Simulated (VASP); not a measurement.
# Tl (Im-3m) in VASP: single point with PBE

Aim: the single point of Tl with PBE.

Program: VASP 6.6.1. These are calculated values, not measurements. Logs are shortened: lines on timing, memory, paths and dates and some standing lists are left out, and cuts for length are marked.

### Step 1. The cell of the first run

Symmetry: Im-3m, No. 229, cubic system. Conventional cell: a = 3.951 Å, b = 3.951 Å, c = 3.951 Å, α = 90.00°, β = 90.00°, γ = 90.00°. Within 4.5 Å of Tl (site symmetry m-3m) lie 14 Tl at 3.42 to 3.95 Å.

### Step 2. Single point, PBE, non-collinear spin, zero start, spin-orbit coupling

Contents of INCAR:

```
SYSTEM = Tl
PREC = Accurate
ENCUT = 520
EDIFF = 1E-6
ISMEAR = -1
SIGMA = 0.05
LREAL = .FALSE.
LASPH = .TRUE.
NELM = 150
ALGO = Normal
ISIF = 2
LWAVE = .FALSE.
LCHARG = .FALSE.
MAGMOM = 0 0 0
LORBIT = 11
LSORBIT = .TRUE.
GGA_COMPAT = .FALSE.
LORBMOM = .TRUE.
GGA = PE
NBANDS = 24
```

Contents of KPOINTS:

```
Automatic mesh
0
G
  15 15 15
  0 0 0
```

Contents of POSCAR:

```
Tl
1.0
   -1.9756814076      1.9756814076      1.9756814076
    1.9756814076     -1.9756814076      1.9756814076
    1.9756814076      1.9756814076     -1.9756814076
Tl
1
Direct
    0.0000000000      0.0000000000      0.0000000000
```

Potentials or basis: VASP PAW PBE potentials, release 64 (Tl_d).

Started as:

```console
> cat potpaw_PBE.64/Tl_d/POTCAR > POTCAR
> mpirun -np 1 vasp_ncl > vasp.out
```

OUTCAR:

```text
SYSTEM = Tl
   PREC = Accurate
   ENCUT = 520
   EDIFF = 1E-6
   ISMEAR = -1
   LREAL = .FALSE.
   LASPH = .TRUE.
   NELM = 150
   ISIF = 2
   LORBIT = 11
   LSORBIT = .TRUE.
   GGA = PE

 ion  position               nearest neighbor table
   1  0.000  0.000  0.000-

  LATTYP: Found a body centered cubic cell.
 ALAT       =     3.9513628152

  Lattice vectors:

 A1 = (  -1.9756814076,   1.9756814076,   1.9756814076)
 A2 = (   1.9756814076,  -1.9756814076,   1.9756814076)
 A3 = (   1.9756814076,   1.9756814076,  -1.9756814076)

Analysis of symmetry for initial positions (statically):
=====================================================================
 Subroutine PRICEL returns:
 Original cell was already a primitive cell.

 Routine SETGRP: Setting up the symmetry group for a
 body centered cubic supercell.

 Subroutine GETGRP returns: Found 48 space group operations
 (whereof 48 operations were pure point group operations)
 out of a pool of 48 trial point group operations.

The static configuration has the point symmetry O_h .

Analysis of symmetry for dynamics (positions and initial velocities):
=====================================================================
 Subroutine PRICEL returns:
 Original cell was already a primitive cell.

 Routine SETGRP: Setting up the symmetry group for a
 body centered cubic supercell.

 Subroutine GETGRP returns: Found 48 space group operations
 (whereof 48 operations were pure point group operations)
 out of a pool of 48 trial point group operations.

The dynamic configuration has the point symmetry O_h .

Analysis of structural, dynamic, and magnetic symmetry:
=====================================================================
 Subroutine PRICEL returns:
 Original cell was already a primitive cell.

 Routine SETGRP: Setting up the symmetry group for a
 body centered cubic supercell.

 Subroutine GETGRP returns: Found 48 space group operations
 (whereof 48 operations were pure point group operations)
 out of a pool of 48 trial point group operations.

The overall configuration has the point symmetry O_h .

 Subroutine INISYM returns: Found 48 space group operations
 (whereof 48 operations are pure point group operations),
 and found     1 'primitive' translations

----------------------------------------------------------------------------------------

                                     Primitive cell

  volume of cell :      30.8468

  direct lattice vectors                    reciprocal lattice vectors
    -1.975681408  1.975681408  1.975681408     0.000000000  0.253077241  0.253077241
     1.975681408 -1.975681408  1.975681408     0.253077241  0.000000000  0.253077241
     1.975681408  1.975681408 -1.975681408     0.253077241  0.253077241  0.000000000

  length of vectors
     3.421980578  3.421980578  3.421980578     0.357905267  0.357905267  0.357905267

  position of ions in fractional coordinates (direct lattice)
     0.000000000  0.000000000  0.000000000

  ion indices of the primitive-cell ions
   primitive index   ion index
                 1           1

----------------------------------------------------------------------------------------

 KPOINTS: Automatic mesh

Automatic generation of k-mesh.
 Grid dimensions read from file:
 generate k-points for:   15   15   15

 Generating k-lattice:

  Cartesian coordinates                     Fractional coordinates (reciprocal lattice)
     0.000000000  0.016871816  0.016871816     0.066666667  0.000000000  0.000000000
     0.016871816  0.000000000  0.016871816     0.000000000  0.066666667  0.000000000
     0.016871816  0.016871816  0.000000000     0.000000000  0.000000000  0.066666667

  Length of vectors
     0.023860351  0.023860351  0.023860351

  Shift w.r.t. Gamma in fractional coordinates (k-lattice)
     0.000000000  0.000000000  0.000000000

 Subroutine IBZKPT returns following result:
 ===========================================

 Found    120 irreducible k-points:

[... 45 lines left out ...]
   EDIFF  = 0.1E-05   stopping-criterion for ELM
   LREAL  =      F    real-space projection
   EDIFFG = 0.1E-04   stopping-criterion for IOM
   NSW    =      0    number of steps for IOM
   IBRION =     -1    ionic relax: 0-MD 1-quasi-New 2-CG
   NFREE  =      0    steps in history (QN), initial steepest desc. (CG)
   ISIF   =      2    stress and relaxation
   ISYM   =      2    0-nonsym 1-usesym 2-fastsym
   POTIM  = 0.5000    time-step for ionic-motion
   TEBEG  =    0.0;   TEEND  =   0.0 temperature during run
   PSTRESS=    0.0 pullay stress
   NELECT =      13.0000    total number of electrons
   NUPDOWN=      -1.0000    fix difference up-down
   EMIN   =  10.00;   EMAX   =-10.00  energy-range for DOS
   EFERMI =   0.00;   METHOD = LEGACY
   ISMEAR =    -1;   SIGMA  =   0.05  broadening in eV -4-tet -1-fermi 0-gaus
   EFERMI_NEDOS =   21; number of points for ismear=-14 and -15
   IALGO  =     38    algorithm
   IMIX   =      4    mixing-type and parameters
     AMIX     =   0.40;   BMIX     =  1.00
     AMIX_MAG =   1.60;   BMIX_MAG =  1.00
  volume/ion in A,a.u.               =      30.85       208.16
  Fermi-wavevector in a.u.,A,eV,Ry     =   1.227399  2.319447 20.497284  1.506508
  Thomas-Fermi vector in A             =   2.362364
   LORBIT       =     11    0 simple, 1 ext, 2 COOP (PROOUT), +10 PAW based schemes
   GGA     = PE    functional components
   LHFCALC =     F    Hartree Fock is set to
   AEXX    =    0.0000 exact exchange contribution
   IVDW    =     0    specifies the selected vdW correction
   LEPSILON=     F    determine dielectric tensor
   LRPA    =     F    only Hartree local field effects (RPA)
  energy-cutoff  :      520.00
  volume of cell :       30.85
 maximum number of plane-waves:      1712
 NGX is ok and might be reduce to    28
   NGX = 13   NGY = 13   NGZ = 13

 number of electron      13.0000000 magnetization       0.0000000      0.0000000      0.0000000

 number of electron      13.0000000 magnetization      -0.0000000     -0.0000000     -0.0000000

 number of electron      13.0000000 magnetization       0.0000000      0.0000000     -0.0000000

 number of electron      13.0000000 magnetization      -0.0000000     -0.0000000      0.0000000

 Free energy of the ion-electron system (eV)
  ---------------------------------------------------
  ext. energy  EPLUGINS =         0.00000000
  ---------------------------------------------------
  free energy    TOTEN  =        -2.51591443 eV

  energy without entropy =       -2.51054938  energy(sigma->0) =       -2.51323190

 E-fermi :   5.7269     XC(G=0):  -9.8095

 val. band max:        5.7205794848   @ k =  -0.4000  -0.4667   0.2667
 cond. band min:       5.7803037659   @ k =  -0.4667   0.4667   0.3333
 fundamental gap:      0.0597242811
 Fermi energy:         5.7268978645

 k-point     1 :       0.0000    0.0000    0.0000
  band No.  band energies     occupation
      1      -6.9288      1.00000
      2      -6.9288      1.00000
      3      -6.9288      1.00000
      4      -6.9288      1.00000
      5      -4.9170      1.00000
      6      -4.9170      1.00000
[... 637 lines left out ...]
     23      20.3934      0.00000
     24      20.3934      0.00000

 [... further k-points ...]

------------------------ aborting loop because EDIFF is reached ----------------------------------------

  FORCE on cell =-STRESS in cart. coord.  units (eV):
  Direction    XX          YY          ZZ          XY          YZ          ZX
  --------------------------------------------------------------------------------------
  -------------------------------------------------------------------------------------
  Total        0.0243561      0.0243561      0.0243561      0.0000000     -0.0000000      0.0000000
  in kB        1.2650500      1.2650500      1.2650500      0.0000000     -0.0000000      0.0000000
  external PRESSURE =       1.2650500 kB  Pullay stress =       0.0000000 kB

 VOLUME and BASIS-vectors are now :
 -----------------------------------------------------------------------------
  energy-cutoff  :      520.00
  volume of cell :       30.85
      direct lattice vectors                 reciprocal lattice vectors
    -1.975681408  1.975681408  1.975681408     0.000000000  0.253077241  0.253077241
     1.975681408 -1.975681408  1.975681408     0.253077241  0.000000000  0.253077241
     1.975681408  1.975681408 -1.975681408     0.253077241  0.253077241  0.000000000

 POSITION                                       TOTAL-FORCE (eV/Angst)
 -----------------------------------------------------------------------------------
      0.00000      0.00000      0.00000         0.000000      0.000000     -0.000000
 -----------------------------------------------------------------------------------
    total drift:                               -0.000000     -0.000000     -0.000000

  FREE ENERGIE OF THE ION-ELECTRON SYSTEM (eV)
  ---------------------------------------------------
  free  energy   TOTEN  =        -2.5159144294 eV

  energy  without entropy=       -2.5105493768  energy(sigma->0) =       -2.51323190

 orbital moment (x)

 # of ion     p       d       tot
 ----------------------------------------
  1         0.000   0.000   0.000
 ----------------------------------------
            0.000   0.000   0.000

 orbital moment (y)

 # of ion     p       d       tot
 ----------------------------------------
  1        -0.000   0.000  -0.000
 ----------------------------------------
           -0.000   0.000  -0.000

 orbital moment (z)

 # of ion     p       d       tot
 ----------------------------------------
  1        -0.000  -0.000  -0.000
 ----------------------------------------
           -0.000  -0.000  -0.000

 Spin-Orbit-Coupling matrix elements

 Ion:    1  E_soc:     -0.6148469
 l=   1
     0.0000000    -0.0534809    -0.0534809
    -0.0534809     0.0000000    -0.0534809
    -0.0534809    -0.0534809     0.0000000
 l=   2
     0.0000000    -0.0095462     0.0000000    -0.0095462    -0.0394473
    -0.0095462     0.0000000    -0.0295855    -0.0095462    -0.0098618
     0.0000000    -0.0295855     0.0000000    -0.0295855     0.0000000
    -0.0095462    -0.0095462    -0.0295855     0.0000000    -0.0098618
    -0.0394473    -0.0098618     0.0000000    -0.0098618     0.0000000
 l=   3
     0.0000000     0.0000000     0.0000000     0.0000000     0.0000000     0.0000000     0.0000000
     0.0000000     0.0000000     0.0000000     0.0000000     0.0000000     0.0000000     0.0000000
     0.0000000     0.0000000     0.0000000     0.0000000     0.0000000     0.0000000     0.0000000
     0.0000000     0.0000000     0.0000000     0.0000000     0.0000000     0.0000000     0.0000000
     0.0000000     0.0000000     0.0000000     0.0000000     0.0000000     0.0000000     0.0000000
     0.0000000     0.0000000     0.0000000     0.0000000     0.0000000     0.0000000     0.0000000
     0.0000000     0.0000000     0.0000000     0.0000000     0.0000000     0.0000000     0.0000000

 total charge

# of ion       s       p       d       tot
------------------------------------------
    1        1.184   0.375   9.637  11.196

 magnetization (x)

# of ion       s       p       d       tot
------------------------------------------
    1       -0.000   0.000  -0.000  -0.000

 magnetization (y)

# of ion       s       p       d       tot
------------------------------------------
    1        0.000   0.000   0.000   0.000

 magnetization (z)

# of ion       s       p       d       tot
------------------------------------------
    1        0.000   0.000   0.000   0.000
```

It took 2.4 min on 1 thread of Intel Xeon Platinum 8488C (Sapphire Rapids), shared host; peak memory 0.32 GiB.

Results:

- Free energy: -2.5159 eV
- Pressure: 0.1 GPa
- Net moment: 0.00 μB per cell
- Valence electrons inside the program's atomic spheres: Tl 11.20

Moments on the atoms (μB; x, y, z):
```
Tl  0.00 0.00 0.00
```
